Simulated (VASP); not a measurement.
# CsSnI3 (Pm-3m) in VASP: further runs, part 2 of 2

VASP 6.6.1. The steps go on from the part before.

**3. Single point, PBEsol**

This run uses another cell than the first one, of 46.16 Å³/atom.

Contents of INCAR:

```
SYSTEM = CsSnI3
ALGO = Normal
EDIFF = 1E-7
ENCUT = 520
GGA = PS
ISIF = 2
ISMEAR = 0
LASPH = .TRUE.
LCHARG = .FALSE.
LREAL = .FALSE.
LWAVE = .FALSE.
NBANDS = 30
NELM = 60
PREC = Accurate
SIGMA = 0.01
```

Contents of KPOINTS:

```
k-points
0
G
  6 6 6
  0 0 0
```

Contents of POSCAR:

```
CsSnI3
1.0
    6.1340716174      0.0000000000      0.0000000000
    0.0000000000      6.1340716174      0.0000000000
    0.0000000000      0.0000000000      6.1340716174
Cs Sn I
1 1 3
Direct
    0.0000000000      0.0000000000      0.0000000000
    0.5000000000      0.5000000000      0.5000000000
    0.0000000000      0.5000000000      0.5000000000
    0.5000000000      0.0000000000      0.5000000000
    0.5000000000      0.5000000000      0.0000000000
```

Potentials or basis: VASP PAW PBE potentials, release 64 (Cs_sv, Sn_d, I).

Launch:

```sh
$ cat potpaw_PBE.64/Cs_sv/POTCAR potpaw_PBE.64/Sn_d/POTCAR potpaw_PBE.64/I/POTCAR > POTCAR
$ mpirun -np 1 vasp_std > vasp.out
```

OUTCAR:

```text
SYSTEM = CsSnI3
   EDIFF = 1E-7
   ENCUT = 520
   GGA = PS
   ISIF = 2
   ISMEAR = 0
   LASPH = .TRUE.
   LREAL = .FALSE.
   NELM = 60
   PREC = Accurate

 ion  position               nearest neighbor table
   1  0.000  0.000  0.000-
   2  0.500  0.500  0.500-   3 3.07   4 3.07   5 3.07   5 3.07   4 3.07   3 3.07
   3  0.000  0.500  0.500-   2 3.07   2 3.07
   4  0.500  0.000  0.500-   2 3.07   2 3.07
   5  0.500  0.500  0.000-   2 3.07   2 3.07

  LATTYP: Found a simple cubic cell.
 ALAT       =     6.1340716174

  Lattice vectors:

 A1 = (   6.1340716174,   0.0000000000,   0.0000000000)
 A2 = (   0.0000000000,   6.1340716174,   0.0000000000)
 A3 = (   0.0000000000,   0.0000000000,   6.1340716174)

Analysis of symmetry for initial positions (statically):
=====================================================================
 Subroutine PRICEL returns:
 Original cell was already a primitive cell.

[... 167 lines left out ...]
  free energy    TOTEN  =       -15.07922412 eV

  energy without entropy =      -15.07922412  energy(sigma->0) =      -15.07922412

 E-fermi :   3.2692     XC(G=0):  -7.8373

 val. band max:        3.2264370789   @ k =   0.5000   0.5000   0.5000
 cond. band min:       3.3233035742   @ k =   0.5000   0.5000   0.5000
 fundamental gap:      0.0968664953
 Fermi energy:         3.2691785212

 k-point     1 :       0.0000    0.0000    0.0000
  band No.  band energies     occupation
      1     -19.2116      2.00000
      2     -18.9118      2.00000
      3     -18.9118      2.00000
      4     -18.8850      2.00000
      5     -18.8850      2.00000
      6     -18.8850      2.00000
[... 649 lines left out ...]
     29       6.9630      0.00000
     30       8.2370      0.00000

------------------------ aborting loop because EDIFF is reached ----------------------------------------

  FORCE on cell =-STRESS in cart. coord.  units (eV):
  Direction    XX          YY          ZZ          XY          YZ          ZX
  --------------------------------------------------------------------------------------
  -------------------------------------------------------------------------------------
  Total        0.0394107      0.0394107      0.0394107      0.0000000      0.0000000     -0.0000000
  in kB        0.2735761      0.2735761      0.2735761      0.0000000      0.0000000     -0.0000000
  external PRESSURE =       0.2735761 kB  Pullay stress =       0.0000000 kB

 VOLUME and BASIS-vectors are now :
 -----------------------------------------------------------------------------
  energy-cutoff  :      520.00
  volume of cell :      230.81
      direct lattice vectors                 reciprocal lattice vectors
     6.134071617  0.000000000  0.000000000     0.163023855  0.000000000  0.000000000
     0.000000000  6.134071617  0.000000000     0.000000000  0.163023855  0.000000000
     0.000000000  0.000000000  6.134071617     0.000000000  0.000000000  0.163023855

 POSITION                                       TOTAL-FORCE (eV/Angst)
 -----------------------------------------------------------------------------------
      0.00000      0.00000      0.00000         0.000000      0.000000      0.000000
      3.06704      3.06704      3.06704         0.000000      0.000000      0.000000
      0.00000      3.06704      3.06704         0.000000      0.000000      0.000000
      3.06704      0.00000      3.06704         0.000000      0.000000      0.000000
      3.06704      3.06704      0.00000         0.000000      0.000000      0.000000
 -----------------------------------------------------------------------------------
    total drift:                                0.000000     -0.000000     -0.000000

  FREE ENERGIE OF THE ION-ELECTRON SYSTEM (eV)
  ---------------------------------------------------
  free  energy   TOTEN  =       -15.0792241193 eV

  energy  without entropy=      -15.0792241193  energy(sigma->0) =      -15.07922412
```

OSZICAR:

```text
N       E                     dE             d eps       ncg     rms          rms(c)
DAV:   1     0.345486929067E+03    0.34549E+03   -0.17998E+04  1200   0.134E+03
DAV:   2     0.294634275081E+02   -0.31602E+03   -0.30120E+03  1388   0.283E+02
DAV:   3    -0.134471713046E+02   -0.42911E+02   -0.42318E+02  1448   0.115E+02
DAV:   4    -0.152368748025E+02   -0.17897E+01   -0.17854E+01  1514   0.268E+01
DAV:   5    -0.152935919979E+02   -0.56717E-01   -0.56710E-01  1778   0.463E+00    0.472E+00
DAV:   6    -0.150957963300E+02    0.19780E+00   -0.31594E-01  1572   0.322E+00    0.301E+00
DAV:   7    -0.150784463185E+02    0.17350E-01   -0.24188E-01  1584   0.212E+00    0.851E-01
DAV:   8    -0.150789444389E+02   -0.49812E-03   -0.38133E-02  1408   0.128E+00    0.295E-01
DAV:   9    -0.150790840084E+02   -0.13957E-03   -0.30346E-03  1522   0.433E-01    0.816E-02
DAV:  10    -0.150791855464E+02   -0.10154E-03   -0.44534E-04  1506   0.135E-01    0.294E-02
DAV:  11    -0.150792348047E+02   -0.49258E-04   -0.30591E-04  1492   0.115E-01    0.430E-02
DAV:  12    -0.150792267333E+02    0.80714E-05   -0.32192E-05  1528   0.301E-02    0.276E-02
DAV:  13    -0.150792250382E+02    0.16952E-05   -0.40544E-06  1526   0.112E-02    0.943E-03
DAV:  14    -0.150792239114E+02    0.11268E-05   -0.42494E-06  1620   0.153E-02    0.237E-03
DAV:  15    -0.150792240244E+02   -0.11301E-06   -0.40003E-07  1396   0.252E-03    0.245E-03
DAV:  16    -0.150792241193E+02   -0.94940E-07   -0.40130E-08   846   0.171E-03
   1 F= -.15079224E+02 E0= -.15079224E+02  d E =-.304205E-12
```

stdout:

```text
POSCAR found type information on POSCAR CsSnI
 POSCAR found :  3 types and       5 ions
 scaLAPACK will be used
 -----------------------------------------------------------------------------
|                                                                             |
|                                                                             |
|     You enforced a specific xc type in the INCAR file but a different       |
|     I HOPE YOU KNOW WHAT YOU ARE DOING!                                     |
|                                                                             |
 -----------------------------------------------------------------------------

 LDA part: xc-table for (Slater+PW92), standard interpolation
 POSCAR, INCAR and KPOINTS ok, starting setup
 FFT: planning ... GRIDC
 FFT: planning ... GRID_SOFT
 FFT: planning ... GRID
 WAVECAR not read
 entering main loop
```

It took 3.1 min on 1 thread of Oxide Virtual Turin-like, shared host; peak memory 0.37 GiB.

Results:

- Free energy: -15.0792 eV
- Pressure: 0.0 GPa
- Band gap on the k mesh: 0.10 eV

Caveat: semilocal functionals underestimate gaps, and a narrow one can read as zero; the PAW data sets were made with another functional, which shifts forces and pressure a little; spin-orbit coupling is left out, which moves the levels of the heavy elements. A k mesh can miss the band edges.

The gap in the log of VASP goes by the Fermi energy; the results here count the filled bands.